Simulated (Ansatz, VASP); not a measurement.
**SnO2 in VASP and in Ansatz**

```
CELL_PARAMETERS angstrom
5.11539 0.00000 0.00000
0.00000 4.53459 0.00000
0.00000 0.00000 3.06315
ATOMIC_POSITIONS crystal
Sn 0.50000 0.50000 0.50000
Sn 0.00000 0.00000 0.00000
O 0.32191 0.28486 0.00000
O 0.82191 0.21514 0.50000
O 0.17809 0.78486 0.50000
O 0.67809 0.71514 0.00000
```

Change from the starting cell: volume 11.842 Å^3 an atom, stretch along a over the lengths across it, relative to the relaxed cell 1.1282.

Alike in both runs: functional LDA; k mesh 6 × 6 × 10; occupations gaussian, width 0.05 eV; no spin polarisation.

Ansatz relaxed the structure, and its values are those at the end. VASP's run is a single point on that final structure, the one shown.

|  | VASP | Ansatz |
| --- | --- | --- |
| version | VASP 6.6.1 | Ansatz 0.2.0 |
| potentials or method | VASP PAW LDA potentials, release 64 (Sn_d, O), cutoff 520 eV | scalar-relativistic, plane waves, PAW |
| valence electrons in the cell | 52 | 52 |

```tsv
	VASP	Ansatz	Ansatz less VASP
gap on the k mesh at the Fermi level (eV)	1.53	1.52	-0.019
least direct gap on the mesh (eV)	1.53	1.52	-0.019
pressure (GPa)	2.5	1.1	-1.38
rms of the force components (eV/Å)	0.029	0.001	-0.0274
```

Ansatz warns that its potentials were made for another functional, while VASP's fit it. LDA's correlation is that of Perdew and Zunger in VASP and of Perdew and Wang (1992) in Ansatz. Ansatz's warnings: stress scf threshold loose.
